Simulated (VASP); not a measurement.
The system is RbBr.

```
CELL_PARAMETERS angstrom
0.00000 3.46083 3.46083
3.46083 0.00000 3.46083
3.46083 3.46083 0.00000
ATOMIC_POSITIONS crystal
Rb 0.00000 0.00000 0.00000
Br 0.50000 0.50000 0.50000
```

Base run:

| Property | Result |
| --- | --- |
| Program | VASP 6.6.1 |
| Functional | r2SCAN |
| Potentials or basis | VASP PAW PBE potentials, release 64 (Rb_sv, Br) |
| Cutoff | 520 eV |
| k mesh | 4 × 4 × 4 |
| Occupations | gaussian, width 0.01 eV |
| Spin | no spin polarisation |

Its results: band gap on the k mesh 4.89 eV, direct; pressure 0.0 GPa.

Question: The run is repeated on the same cell with these changes: functional from r2SCAN to HSE06. What comes out?

Answer: Band gap on the k mesh 5.44 eV, direct; pressure 0.3 GPa.

HSE06 gives the wider gap, since exact exchange removes part of the self-interaction.

Caveats: the PAW data sets were made with another functional, which shifts forces and pressure a little.

